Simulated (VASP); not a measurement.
Pb3O2: relaxation of cell and atoms with PBE

Pb3O2:

```
Pb O
1.0
     6.72987    0.00000    0.00000
    -3.36494    5.82824    0.00000
     0.00000    0.00000    3.58690
Pb O
3 2
Direct
  0.50000 0.00000 0.81375
  0.00000 0.50000 0.81375
  0.50000 0.50000 0.81375
  0.66667 0.33333 0.39118
  0.33333 0.66667 0.39118
```

| Property | Result |
| --- | --- |
| Program | VASP 6.6.1 |
| Task | relaxation of cell and atoms |
| Functional | PBE |
| Potentials or basis | VASP PAW PBE potentials, release 64 (Pb_d, O) |
| Cutoff | 600 eV |
| k mesh | 6 × 6 × 10 |
| Occupations | gaussian, width 0.1 eV |
| Spin | no spin polarisation |
| Dipole correction | no |
| Further INCAR settings | ALGO = Normal; EDIFF = 1e-06; IBRION = 2; EDIFFG = -0.01; NSW = 100; ISIF = 3 |

```yaml
Relaxed_volume: 28.67 Å³/atom
Relaxed_cell: a = 6.807 Å, b = 6.807 Å, c = 3.572 Å, α = 90.00°, β = 90.00°, γ = 120.00°
Space_group_after_relaxing_to_0.05_Å: P6mm (No. 183)
Energy_gained_by_relaxing: 2.0 meV/atom
Ionic_steps: 15
Pressure_after_relaxing: 0.0 GPa
Band_gap_on_the_k_mesh: zero (band 27 reaches 4.30 eV, above the bottom of band 28 at 3.66 eV)
```

Step by step:
```csv
step,energy change (eV),largest force (eV/Å),pressure (GPa),volume (Å³)
1,0.0000,0.0771,-0.01,140.69
2,-0.0028,0.0620,0.10,140.66
3,-0.0053,0.0112,0.43,140.55
4,-0.0055,0.0243,0.35,140.58
5,-0.0071,0.0413,0.03,141.70
6,-0.0071,0.0444,0.00,141.88
7,-0.0071,0.0499,-0.10,142.25
8,-0.0071,0.0463,-0.05,141.98
9,-0.0071,0.0458,-0.03,141.93
10,-0.0076,0.0412,-0.01,142.03
11,-0.0088,0.0282,0.02,142.33
12,-0.0098,0.0045,0.08,142.91
13,-0.0099,0.0101,0.10,143.00
14,-0.0094,0.0202,-0.22,144.21
15,-0.0100,0.0014,0.01,143.34
```

Final structure:
```xyz
5
Lattice="6.8072 0.0000 0.0000 -3.4036 5.8952 0.0000 0.0000 0.0000 3.5719" Properties=species:S:1:pos:R:3 pbc="T T T"
Pb    3.4036    0.0000    2.8743
Pb   -1.7018    2.9476    2.8743
Pb    1.7018    2.9476    2.8743
O     3.4036    1.9651    1.4458
O     0.0000    3.9301    1.4458
```

Levels at points of the mesh, in eV from the Fermi level:
| k point | band 23 | band 24 | band 25 | band 26 | band 27 | band 28 | band 29 | band 30 | band 31 | band 32 |
| --- | --- | --- | --- | --- | --- | --- | --- | --- | --- | --- |
| (0.00, 0.00, 0.00) | -3.17 | -2.91 | -1.18 | -1.18 | -0.26 | -0.26 | -0.12 | 2.69 | 4.11 | 5.20 |
| (0.50, 0.00, 0.00) | -3.25 | -2.93 | -2.64 | -1.29 | -0.80 | 0.38 | 1.89 | 2.29 | 3.88 | 5.05 |
| (0.00, 0.00, 0.50) | -3.92 | -3.01 | -3.01 | -1.45 | -0.52 | -0.08 | -0.08 | 2.86 | 2.86 | 3.45 |
| (0.50, 0.00, 0.50) | -3.75 | -2.90 | -2.86 | -1.85 | 0.24 | 0.55 | 1.66 | 1.69 | 2.30 | 2.87 |

It took 23 min on 1 thread of Intel(R) Xeon(R) 6975P-C (Granite Rapids), with other jobs on the host, peak memory 0.41 GiB.

Caveat: spin-orbit coupling is left out, which moves the levels of the heavy elements.
